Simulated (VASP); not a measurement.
Crystal: CsAs.

```
Cs As
1.0
     0.00000    3.22824    3.22824
     3.22824    0.00000    3.22824
     3.22824    3.22824    0.00000
Cs As
1 1
Direct
  0.00000 0.00000 0.00000
  0.50000 0.50000 0.50000
```

```yaml
Program: VASP 6.6.1
Task: relaxation of cell and atoms
Functional: PBE
Potentials_or_basis: VASP PAW PBE potentials, release 64 (Cs_sv, As)
Cutoff: 600 eV
k_mesh: 6 × 6 × 6
Occupations: gaussian, width 0.1 eV
Spin: no spin polarisation
```

At the start: pressure 7.4 GPa; volume 33.64 Å³/atom.

Task: How do energy, volume and symmetry change on relaxing?

Result: Over 5 steps the energy falls by 247.9 meV/atom and the volume is 50.06 Å³/atom (+48.8 %); space group Fm-3m (No. 225, to 0.05 Å).

The path:
| step | energy change (eV) | largest force (eV/Å) | pressure (GPa) | volume (Å³) |
| --- | --- | --- | --- | --- |
| 1 | 0.0000 | 0.0000 | 7.37 | 67.29 |
| 2 | -0.4181 | 0.0000 | 1.88 | 83.50 |
| 3 | -0.4817 | 0.0000 | 0.67 | 91.85 |
| 4 | -0.4722 | 0.0000 | -0.64 | 110.17 |
| 5 | -0.4958 | 0.0000 | -0.07 | 100.11 |

Final structure:
```
Cs As
1.0
     0.00000    3.68542    3.68542
     3.68542    0.00000    3.68542
     3.68542    3.68542    0.00000
Cs As
1 1
Direct
  0.00000 0.00000 0.00000
  0.50000 0.50000 0.50000
```

Caveat: the volume moved by over 15 % at a fixed basis, so the end points are rough.
